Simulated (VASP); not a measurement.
# AlIn2Sb3 (P4mm) in VASP: further runs, part 2 of 2

VASP 6.6.1. The steps go on from the part before.

### Step 4. Single point, PBE

This run uses another cell than the first one, of 35.65 Å³/atom.

Input file INCAR:

```
SYSTEM = AlIn2Sb3
PREC     = Accurate       ! precision mode
ENCUT    = 520            ! plane-wave cutoff, eV
EDIFF    = 1E-7           ! SCF threshold, eV
ISMEAR   = 0              ! smearing method
SIGMA    = 0.1            ! smearing width, eV
LREAL    = .False.        ! projectors in reciprocal space
LASPH    = .True.         ! aspherical terms in the spheres
NELM     = 60             ! most SCF steps
ALGO     = Normal         ! electronic algorithm
ISIF     = 2              ! what is computed and relaxed
LWAVE    = .False.        ! write WAVECAR
LCHARG   = .False.        ! write CHGCAR
GGA      = PE             ! functional
NBANDS   = 31             ! bands
```

Input file KPOINTS:

```
regular mesh
0
Gamma
  8 8 4
  0 0 0
```

Input file POSCAR:

```
AlIn2Sb3
1.0
    4.5621150329      0.0000000000      0.0000000000
    0.0000000000      4.5621150329      0.0000000000
    0.0000000000      0.0000000000     10.2782497375
Al In Sb
1 2 3
Direct
    0.5000000000      0.5000000000      0.5755539516
    0.0000000000      0.0000000000      0.3649470975
    0.5000000000      0.5000000000      0.9702429664
    0.5000000000      0.0000000000      0.7352896160
    0.0000000000      0.5000000000      0.7352896160
    0.5000000000      0.5000000000      0.3195468027
```

Potentials or basis: VASP PAW PBE potentials, release 64 (Al, In_d, Sb).

The run is started by

```bash
$ cat potpaw_PBE.64/Al/POTCAR potpaw_PBE.64/In_d/POTCAR potpaw_PBE.64/Sb/POTCAR > POTCAR
$ mpirun -np 1 vasp_std > vasp.out
```

OUTCAR:

```text
SYSTEM = AlIn2Sb3
   PREC = Accurate
   ENCUT = 520
   EDIFF = 1E-7
   ISMEAR = 0
   LREAL = .False.
   LASPH = .True.
   NELM = 60
   ISIF = 2
   GGA = PE

 ion  position               nearest neighbor table
   1  0.500  0.500  0.576-   6 2.63   5 2.81   4 2.81   4 2.81   5 2.81
   2  0.000  0.000  0.365-   6 3.26   6 3.26   6 3.26   6 3.26
   3  0.500  0.500  0.970-   4 3.32   5 3.32   4 3.32   5 3.32   6 3.59
   4  0.500  0.000  0.735-   1 2.81   1 2.81   5 3.23   5 3.23   5 3.23   5 3.23   3 3.32   3 3.32

   5  0.000  0.500  0.735-   1 2.81   1 2.81   4 3.23   4 3.23   4 3.23   4 3.23   3 3.32   3 3.32
[... 1026 lines left out ...]
  -------------------------------------------------------------------------------------
  Total        0.0099766      0.0099766      0.0878092      0.0000000      0.0000000      0.0000000
  in kB        0.0747210      0.0747210      0.6576563      0.0000000      0.0000000      0.0000000
  external PRESSURE =       0.2690328 kB  Pullay stress =       0.0000000 kB

 VOLUME and BASIS-vectors are now :
 -----------------------------------------------------------------------------
  energy-cutoff  :      520.00
  volume of cell :      213.92
      direct lattice vectors                 reciprocal lattice vectors
     4.562115033  0.000000000  0.000000000     0.219196577  0.000000000  0.000000000
     0.000000000  4.562115033  0.000000000     0.000000000  0.219196577  0.000000000
     0.000000000  0.000000000 10.278249737     0.000000000  0.000000000  0.097292830

 POSITION                                       TOTAL-FORCE (eV/Angst)
 -----------------------------------------------------------------------------------
      2.28106      2.28106      5.91569         0.000000      0.000000      0.005200
      0.00000      0.00000      3.75102         0.000000     -0.000000      0.002136
      2.28106      2.28106      9.97240        -0.000000      0.000000      0.002965
      2.28106      0.00000      7.55749         0.000000      0.000000      0.011873
      0.00000      2.28106      7.55749         0.000000      0.000000      0.011873
      2.28106      2.28106      3.28438         0.000000      0.000000     -0.034046
 -----------------------------------------------------------------------------------
    total drift:                                0.000000     -0.000000      0.001851

  FREE ENERGIE OF THE ION-ELECTRON SYSTEM (eV)
  ---------------------------------------------------
  free  energy   TOTEN  =       -20.1255214737 eV

  energy  without entropy=      -20.1074479110  energy(sigma->0) =      -20.11648469
```

OSZICAR:

```text
N       E                     dE             d eps       ncg     rms          rms(c)
DAV:   1     0.328506812924E+03    0.32851E+03   -0.17779E+04  2798   0.131E+03
DAV:   2     0.120410229575E+02   -0.31647E+03   -0.30617E+03  3035   0.325E+02
DAV:   3    -0.193131904740E+02   -0.31354E+02   -0.30539E+02  3604   0.116E+02
DAV:   4    -0.205704335333E+02   -0.12572E+01   -0.12536E+01  3281   0.260E+01
DAV:   5    -0.206389186775E+02   -0.68485E-01   -0.68475E-01  4645   0.574E+00    0.451E+00
DAV:   6    -0.201970681602E+02    0.44185E+00   -0.50484E-01  3390   0.500E+00    0.260E+00
DAV:   7    -0.201228010900E+02    0.74267E-01   -0.47203E-01  3605   0.294E+00    0.744E-01
DAV:   8    -0.201232236158E+02   -0.42253E-03   -0.83803E-02  3164   0.173E+00    0.565E-01
DAV:   9    -0.201235804005E+02   -0.35678E-03   -0.57352E-03  3606   0.416E-01    0.325E-01
DAV:  10    -0.201245848632E+02   -0.10045E-02   -0.20091E-03  3313   0.273E-01    0.143E-01
DAV:  11    -0.201253239623E+02   -0.73910E-03   -0.14041E-03  3088   0.224E-01    0.346E-02
DAV:  12    -0.201253786285E+02   -0.54666E-04   -0.14364E-04  3643   0.614E-02    0.263E-02
DAV:  13    -0.201255145269E+02   -0.13590E-03   -0.24447E-04  2989   0.530E-02    0.115E-02
DAV:  14    -0.201255182195E+02   -0.36926E-05   -0.14560E-05  4372   0.216E-02    0.721E-03
DAV:  15    -0.201255198203E+02   -0.16009E-05   -0.15681E-06  2804   0.538E-03    0.531E-03
DAV:  16    -0.201255212626E+02   -0.14423E-05   -0.28410E-06  2780   0.609E-03    0.195E-03
DAV:  17    -0.201255214015E+02   -0.13891E-06   -0.12841E-07  2795   0.170E-03    0.106E-03
DAV:  18    -0.201255214737E+02   -0.72142E-07   -0.23758E-08  2227   0.910E-04
   1 F= -.20125521E+02 E0= -.20116485E+02  d E =-.180736E-01
```

stdout:

```text
POSCAR found type information on POSCAR AlInSb
 POSCAR found :  3 types and       6 ions
 scaLAPACK will be used
 LDA part: xc-table for (Slater+PW92), standard interpolation
 POSCAR, INCAR and KPOINTS ok, starting setup
 FFT: planning ... GRIDC
 FFT: planning ... GRID_SOFT
 FFT: planning ... GRID
 WAVECAR not read
 entering main loop
```

Run time: 7.3 min. Hardware: 1 thread of Intel Xeon Platinum 8488C (Sapphire Rapids), shared host; peak memory 0.49 GiB.

Results:

```
Free energy            : -20.1255 eV
Pressure               : 0.0 GPa
Largest force          : 0.034 eV/Å
Band gap on the k mesh : zero (bands 22 and 23 overlap by 0.47 eV)
```

Forces in eV/Å, atoms in the order of the input:
```
Al   0.000  0.000  0.005
In   0.000  0.000  0.002
In   0.000  0.000  0.003
Sb   0.000  0.000  0.012
Sb   0.000  0.000  0.012
Sb   0.000  0.000 -0.034
```

Caveat: semilocal functionals underestimate gaps, so a narrow gap can read as zero; spin-orbit coupling is left out, which moves the levels of the heavy elements.

### Step 5. The runs side by side

```tsv
cell	k mesh	gap on the mesh (eV)	pressure (GPa)	largest force (eV/Å)
a = 4.592, b = 4.592, c = 9.993 Å, 6 atoms, atomic positions A	4 × 4 × 4	none	0.2	0.06
a = 5.195, b = 5.195, c = 6.366 Å, 6 atoms, atomic positions B	4 × 4 × 4	none	33.7	33.72
a = 4.562, b = 4.562, c = 10.278 Å, 6 atoms, atomic positions C	8 × 8 × 4	none	0.0	0.03
```

Alike in all rows: task single point; level PBE; potentials or basis VASP PAW PBE potentials, release 64 (Al, In_d, Sb); no spin polarisation; cutoff (eV) 520; smearing gaussian 0.1 eV.

Caveats: spin-orbit coupling is left out, which moves the levels of the heavy elements; semilocal functionals underestimate gaps, so a narrow gap can read as zero (at least some runs); atoms lie so close that the PAW spheres overlap strongly, which falsifies energies and pressures (at least some runs); the cell stands under pressure (at least some runs); forces of over 1 eV/Å act on the atoms, so gaps and moduli don't describe the material at rest (at least some runs).

Total energies depend on the potentials used, so only differences within one code and one set of settings carry meaning.
